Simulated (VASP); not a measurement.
# Li4Mg5Cl14 in VASP: further runs, part 2 of 2

VASP 6.6.1. Earlier steps stand in the parts before.

### 3 Single point, PBE

This run uses another cell than the first one, of 25.11 Å³/atom, 0.949 times its volume.

INCAR reads:

```
SYSTEM = Li4Mg5Cl14
PREC = Accurate
ENCUT = 520
EDIFF = 1E-7
ISMEAR = -1
SIGMA = 0.1379
LREAL = Auto
LASPH = .TRUE.
NELM = 100
ALGO = Normal
ISIF = 2
LWAVE = .FALSE.
LCHARG = .TRUE.
GGA = PE
LELF = .TRUE.
LVHAR = .TRUE.
ISYM = 0
NBANDS = 77
```

KPOINTS reads:

```
regular mesh
0
G
  1 1 1
  0 0 0
```

POSCAR reads:

```
Li4Mg5Cl14
1.0
    8.3069090000     -0.1152490000     -0.0233070000
   -0.1152490000      8.4640910000      0.3031410000
   -0.0233070000      0.3031410000      8.2260140000
Mg Cl Li
5 14 4
Direct
    0.4933285607      0.8105825556      0.5393071544
    0.0799286975      0.1154893018      0.3511129881
    0.9784698047      0.6730341006      0.4415892029
    0.6926701358      0.9260477066      0.0947660720
    0.4629148291      0.3600130286      0.3306396569
    0.3289813104      0.2068640115      0.5183823665
    0.5619896653      0.2608223924      0.1062122350
    0.2192205315      0.2697846672      0.1751230400
    0.9879982907      0.8770003456      0.0522795748
    0.5411452615      0.5220832692      0.6123854917
    0.0716593982      0.7732829372      0.6955427504
    0.9034628939      0.3961804141      0.4512656413
    0.9791976268      0.1904003347      0.7605925557
    0.2633321165      0.6749352953      0.4264517324
    0.8581411397      1.0364110546      0.4345483745
    0.6782736117      0.7349077618      0.3198946475
    0.5642799564      0.0595392821      0.7768655482
    0.8607458725      0.5145940647     -0.0552115709
    0.4180410259      0.9562643477      0.1606491737
    0.6583496880      0.3430606091      0.8179755614
   -0.1077644928      0.2489443046     -0.0171801182
    0.2182551145      0.0213482806      0.9587251289
    0.0784709650      0.4236917026      0.6734079952
```

Potentials or basis: VASP PAW PBE potentials, release 64 (Mg, Cl, Li_sv).

On the command line:

```console
> cat potpaw_PBE.64/Mg/POTCAR potpaw_PBE.64/Cl/POTCAR potpaw_PBE.64/Li_sv/POTCAR > POTCAR
> mpirun -np 1 vasp_gam > vasp.out
```

OUTCAR:

```text
SYSTEM = Li4Mg5Cl14
   PREC = Accurate
   ENCUT = 520
   EDIFF = 1E-7
   ISMEAR = -1
   LREAL = Auto
   LASPH = .TRUE.
   NELM = 100
   ISIF = 2
   GGA = PE
   ISYM = 0

 ion  position               nearest neighbor table
   1  0.493  0.811  0.539-  14 2.42  16 2.51  10 2.52  17 3.02
   2  0.080  0.115  0.351-  15 2.05   8 2.19   6 2.61  12 3.00
   3  0.978  0.673  0.442-  14 2.37  12 2.41  11 2.43  16 2.73  23 2.88
   4  0.693  0.926  0.095-  16 2.37  19 2.37   9 2.53  17 2.98   7 3.07
   5  0.463  0.360  0.331-   6 2.23   7 2.25   8 2.52  10 2.84
   6  0.329  0.207  0.518-   5 2.23   2 2.61
   7  0.562  0.261  0.106-   5 2.25  20 2.55   4 3.07
[... 270 lines left out ...]
  in kB       21.4903880     15.3533096     26.3907890      7.3313660    -29.2794334    -18.5584931
  external PRESSURE =      21.0781622 kB  Pullay stress =       0.0000000 kB

 VOLUME and BASIS-vectors are now :
 -----------------------------------------------------------------------------
  energy-cutoff  :      520.00
  volume of cell :      577.50
      direct lattice vectors                 reciprocal lattice vectors
     8.306909000 -0.115249000 -0.023307000     0.120405116  0.001629396  0.000281102
    -0.115249000  8.464091000  0.303141000     0.001629396  0.118324367 -0.004355814
    -0.023307000  0.303141000  8.226014000     0.000281102 -0.004355814  0.121726875

 POSITION                                       TOTAL-FORCE (eV/Angst)
 -----------------------------------------------------------------------------------
      3.99205      6.96748      4.67057         0.046745     -0.275310      0.010890
      0.64247      1.07474      2.92141         2.433241      0.862236      0.365560
      8.04020      5.71772      3.81374        -0.550147      0.325907      0.196441
      5.64501      7.78705      1.04413         0.001074      0.148939     -0.441093
      3.79619      3.09406      2.81819         0.092605      0.894156      0.251223
      2.69689      1.87014      4.31926        -0.763513     -0.976323      1.041712
[... 15 lines left out ...]
      1.78822      0.44617      7.88787        -0.013836      0.106960     -0.190009
      0.58733      3.78126      5.66607        -0.066793      0.278464      0.375874
 -----------------------------------------------------------------------------------
    total drift:                                0.005324     -0.000923     -0.001810

  FREE ENERGIE OF THE ION-ELECTRON SYSTEM (eV)
  ---------------------------------------------------
  free  energy   TOTEN  =       -71.9899645340 eV

  energy  without entropy=      -71.9872784738  energy(sigma->0) =      -71.98862150
```

OSZICAR:

```text
N       E                     dE             d eps       ncg     rms          rms(c)
DAV:   1     0.124945461232E+04    0.12495E+04   -0.55823E+04   154   0.145E+03
DAV:   2     0.929663669040E+02   -0.11565E+04   -0.11126E+04   202   0.311E+02
DAV:   3    -0.636857682881E+02   -0.15665E+03   -0.15552E+03   167   0.118E+02
[... 11 lines left out ...]
DAV:  15    -0.719899632967E+02   -0.23960E-05   -0.26196E-05   236   0.194E-02    0.126E-02
DAV:  16    -0.719899643344E+02   -0.10376E-05   -0.85263E-06   164   0.104E-02    0.589E-03
DAV:  17    -0.719899644526E+02   -0.11824E-06   -0.20738E-06   220   0.530E-03    0.297E-03
DAV:  18    -0.719899646051E+02   -0.15249E-06   -0.93372E-07   204   0.351E-03    0.134E-03
DAV:  19    -0.719899645340E+02    0.71079E-07   -0.12043E-07   116   0.134E-03
   1 F= -.71989965E+02 E0= -.71988622E+02  d E =-.268606E-02
```

stdout:

```text
POSCAR found type information on POSCAR MgClLi
 POSCAR found :  3 types and      23 ions
 scaLAPACK will be used
 LDA part: xc-table for (Slater+PW92), standard interpolation
 POSCAR, INCAR and KPOINTS ok, starting setup
 FFT: planning ... GRIDC
 FFT: planning ... GRID_SOFT
 FFT: planning ... GRID
 WAVECAR not read
 entering main loop
```

It took 52 s on 1 thread of Intel Xeon Platinum 8559C (Emerald Rapids), shared host; peak memory 0.53 GiB.

What came out:

```yaml
Free_energy: -71.9900 eV
Largest_force: 2.970 eV/Å
Band_gap_on_the_k_mesh: 2.08 eV
```

Forces on the atoms (eV/Å):
```
Mg   0.047 -0.275  0.011
Mg   2.433  0.862  0.366
Mg  -0.550  0.326  0.196
Mg   0.001  0.149 -0.441
Mg   0.093  0.894  0.251
Cl  -0.764 -0.976  1.042
Cl   2.023  0.855 -0.627
Cl  -1.092  1.042 -1.833
Cl  -0.854  0.708  0.984
Cl   0.178 -0.012  0.373
Cl  -0.495 -0.187 -0.230
Cl   0.392  1.289 -0.474
Cl   0.731 -0.795  0.265
Cl   0.322 -0.353 -1.373
Cl  -2.610 -1.386  0.294
Cl   0.515 -0.538  0.199
Cl   0.313 -1.301  0.112
Cl  -0.291 -0.506 -0.136
Cl  -0.478 -1.348  0.063
Li  -0.056  0.401 -0.149
Li   0.223  0.765  0.921
Li  -0.014  0.107 -0.190
Li  -0.067  0.278  0.376
```

Levels at points of the mesh, in eV from the valence-band top:
| k point | band 57 | band 58 | band 59 | band 60 | band 61 | band 62 | band 63 | band 64 |
| --- | --- | --- | --- | --- | --- | --- | --- | --- |
| (0.00, 0.00, 0.00) | -0.64 | -0.52 | -0.41 | 0.00 | 2.08 | 3.28 | 3.88 | 4.12 |

Caveat: the k points lie up to 0.77 Å⁻¹ apart; the cutoff is under 1.25 times the usual one of these potentials, so pressure, stress and relaxed cells hold a basis-set (Pulay) error.

### 4 Single point, PBE

This run uses another cell than the first one, of 25.11 Å³/atom, 0.949 times its volume.

INCAR reads:

```
SYSTEM = Li4Mg5Cl14
ALGO = Normal ; EDIFF = 1E-6
ENCUT = 520 ; GGA = PE
ISIF = 2 ; ISMEAR = -1
ISYM = 0 ; LASPH = .True.
LCHARG = .False. ; LREAL = Auto
LWAVE = .False. ; NBANDS = 77
NELM = 100 ; PREC = Accurate
SIGMA = 0.1379
```

KPOINTS reads:

```
k-points
0
Gamma
  1 1 1
  0 0 0
```

POSCAR reads:

```
Li4Mg5Cl14
1.0
    8.3069090000     -0.1152490000     -0.0233070000
   -0.1152490000      8.4640910000      0.3031410000
   -0.0233070000      0.3031410000      8.2260140000
Mg Cl Li
5 14 4
Direct
    0.4803671166      0.7345753659      0.5537327077
    0.0577812854      0.2059961916      0.4626946680
    0.9915507537      0.7324254320      0.3878054299
    0.6700831413      0.9478076994      0.0903928992
    0.4656995024      0.3593810357      0.3502416762
    0.2939332413      0.2347891691      0.5966649800
    0.6311245007      0.2861648972      0.1349627299
    0.2093882011      0.3064517285      0.1084428166
    0.9167293635      0.8955113888      0.0756686037
    0.5525190381      0.5178411258      0.6918392899
    0.0453206963      0.7744953829      0.6580032546
    0.9065070735      0.4038951481      0.3495196800
    0.9390606777      0.1901140118      0.7841054411
    0.2807180939      0.6025626602      0.4158371538
    0.7849501315      1.0711390901      0.4276227414
    0.6982817755      0.7135164154      0.3462956389
    0.5724432024     -0.0458151266      0.7554270364
    0.8143913886      0.5587606986     -0.0978442605
    0.4024856345      0.9132179204      0.0956831509
    0.6556263629      0.2641485124      0.7757190104
   -0.1271617952      0.3644150759      0.0967119785
    0.0872553178      0.0181772570      0.9011058561
    0.0788011660      0.4434113624      0.7829578767
```

Potentials or basis: VASP PAW PBE potentials, release 64 (Mg, Cl, Li_sv).

On the command line:

```console
> cat potpaw_PBE.64/Mg/POTCAR potpaw_PBE.64/Cl/POTCAR potpaw_PBE.64/Li_sv/POTCAR > POTCAR
> mpirun -np 1 vasp_gam > vasp.out
```

OUTCAR:

```text
SYSTEM = Li4Mg5Cl14
   EDIFF = 1E-6
   ENCUT = 520
   GGA = PE
   ISIF = 2
   ISMEAR = -1
   ISYM = 0
   LASPH = .True.
   LREAL = Auto
   NELM = 100
   PREC = Accurate

 ion  position               nearest neighbor table
   1  0.480  0.735  0.554-  10 2.18  14 2.31  16 2.51  17 2.68
   2  0.058  0.206  0.463-   6 2.26  12 2.27  15 2.53  13 2.82
   3  0.992  0.732  0.388-  11 2.32  16 2.46  14 2.67  12 2.89   9 2.90
   4  0.670  0.948  0.090-   9 2.11  19 2.23  16 2.80  17 2.87   7 2.94
[... 272 lines left out ...]
  Total        8.2716146      4.7447737      0.4850097      1.1244060     -6.6076505      0.2939929
  in kB       22.9482524     13.1636048      1.3455807      3.1194819    -18.3318541      0.8156355
  external PRESSURE =      12.4858126 kB  Pullay stress =       0.0000000 kB

 VOLUME and BASIS-vectors are now :
 -----------------------------------------------------------------------------
  energy-cutoff  :      520.00
  volume of cell :      577.50
      direct lattice vectors                 reciprocal lattice vectors
     8.306909000 -0.115249000 -0.023307000     0.120405116  0.001629396  0.000281102
    -0.115249000  8.464091000  0.303141000     0.001629396  0.118324367 -0.004355814
    -0.023307000  0.303141000  8.226014000     0.000281102 -0.004355814  0.121726875

 POSITION                                       TOTAL-FORCE (eV/Angst)
 -----------------------------------------------------------------------------------
      3.89280      6.33001      4.76650         0.895434      1.569062      0.267532
      0.44546      1.87717      3.86723        -1.428316     -0.658908     -0.252947
      8.14327      6.20260      3.38901        -0.611452     -0.458723     -0.129274
      5.45498      7.97251      1.01528        -2.200069      0.347574      0.318505
      3.81894      3.09433      2.97918        -0.679520      0.192354     -0.248911
      2.40071      2.13427      4.97250         0.734421     -0.205174     -0.551042
[... 15 lines left out ...]
      0.70172      0.41696      7.41599         0.899332     -0.471996      0.231163
      0.58524      3.98134      6.57320        -0.436908      0.387983      0.496178
 -----------------------------------------------------------------------------------
    total drift:                                0.005896     -0.002490      0.000164

  FREE ENERGIE OF THE ION-ELECTRON SYSTEM (eV)
  ---------------------------------------------------
  free  energy   TOTEN  =       -73.2824668069 eV

  energy  without entropy=      -73.2774683878  energy(sigma->0) =      -73.27996760
```

It took 49 s on 1 thread of Intel Xeon Platinum 8559C (Emerald Rapids), shared host; peak memory 0.52 GiB.

Results:

* Free energy: -73.2825 eV
* Largest force: 2.749 eV/Å
* Band gap on the k mesh: 1.88 eV

Forces in eV/Å, atoms in the order of the input:
```
Mg   0.895  1.569  0.268
Mg  -1.428 -0.659 -0.253
Mg  -0.611 -0.459 -0.129
Mg  -2.200  0.348  0.319
Mg  -0.680  0.192 -0.249
Cl   0.734 -0.205 -0.551
Cl  -1.520 -0.676 -0.260
Cl   0.020 -0.063  0.630
Cl   2.638 -0.649  0.420
Cl  -0.500 -1.532 -0.289
Cl   0.437  0.305 -0.335
Cl   0.686  1.982  1.101
Cl  -0.266  0.900 -0.639
Cl  -0.403 -0.042 -0.928
Cl   0.920 -0.473 -0.026
Cl  -0.657 -0.081 -0.023
Cl  -0.040 -0.190 -0.439
Cl   1.511 -0.514  0.706
Cl  -0.897 -0.076  0.681
Li   0.024  0.021  0.034
Li   0.876  0.385 -0.765
Li   0.899 -0.472  0.231
Li  -0.437  0.388  0.496
```

Levels at points of the mesh, in eV from the valence-band top:
| k point | band 57 | band 58 | band 59 | band 60 | band 61 | band 62 | band 63 | band 64 |
| --- | --- | --- | --- | --- | --- | --- | --- | --- |
| (0.00, 0.00, 0.00) | -0.81 | -0.51 | -0.39 | 0.00 | 1.88 | 3.21 | 3.57 | 3.89 |

Caveat: the k points lie up to 0.77 Å⁻¹ apart; the cutoff is under 1.25 times the usual one of these potentials, so pressure, stress and relaxed cells hold a basis-set (Pulay) error.
